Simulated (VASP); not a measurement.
Crystal: HfC.

```
CELL_PARAMETERS angstrom
0.00000 2.32500 2.32500
2.32500 0.00000 2.32500
2.32500 2.32500 0.00000
ATOMIC_POSITIONS crystal
Hf 0.50000 0.50000 0.50000
C 0.00000 0.00000 0.00000
```

```yaml
Program: VASP 6.6.1
Task: relaxation of cell and atoms
Functional: PBEsol
Potentials_or_basis: VASP PAW PBE potentials, release 64 (Hf_pv, C)
Cutoff: 600 eV
k_mesh: 16 × 16 × 16
Occupations: gaussian, width 0.1 eV
Spin: no spin polarisation
```

At the start: pressure -7.1 GPa; volume 12.57 Å³/atom.

Problem. How do energy, volume and symmetry change on relaxing?

Solution. Over 4 steps the energy falls by 8.2 meV/atom and the volume is 12.20 Å³/atom (-2.9 %); space group Fm-3m (No. 225, to 0.05 Å).

The path:
| step | energy change (eV) | largest force (eV/Å) | pressure (GPa) | volume (Å³) |
| --- | --- | --- | --- | --- |
| 1 | 0.0000 | 0.0000 | -7.05 | 25.14 |
| 2 | 0.0371 | 0.0000 | 14.57 | 23.18 |
| 3 | -0.0165 | 0.0000 | -0.11 | 24.42 |
| 4 | -0.0165 | 0.0000 | 0.04 | 24.40 |

Final structure:
```
CELL_PARAMETERS angstrom
0.00000 2.30219 2.30219
2.30219 0.00000 2.30219
2.30219 2.30219 0.00000
ATOMIC_POSITIONS crystal
Hf 0.50000 0.50000 0.50000
C 0.00000 0.00000 0.00000
```

Caveat: the PAW data sets were made with another functional, which shifts forces and pressure a little.
